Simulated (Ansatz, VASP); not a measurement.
**One calculation of BAs, two programs**

```
B As
1.0
     3.14541    0.00000    0.00000
     0.00000    3.14541    0.00000
     0.00000    0.00000    2.70382
B As
1 1
Direct
  0.50000 0.50000 0.74614
  0.00000 0.00000 0.74621
```

Alike in both runs: functional PBE; k mesh 6 × 6 × 6; occupations gaussian, width 0.1 eV; no spin polarisation.

Ansatz relaxed the structure, and its values are those at the end. VASP's run is a single point on that final structure, the one shown.

|  | VASP | Ansatz |
| --- | --- | --- |
| version | VASP 6.6.1 | Ansatz 0.2.0 |
| potentials or method | VASP PAW PBE potentials, release 64 (B, As_d), cutoff 560 eV | scalar-relativistic, plane waves, PAW |
| valence electrons in the cell | 18 | 18 |

|  | VASP | Ansatz | Ansatz less VASP |
| --- | --- | --- | --- |
| gap on the k mesh at the Fermi level (eV) | none | none | - |
| pressure (GPa) | -0.3 | -0.3 | +0.03 |

A gap of «none» marks a metal or a gap that the smearing closes. With one functional, cell and mesh, what is left measures potentials, basis and numerics.

The k mesh is coarse, so the values compare programs but aren't converged.
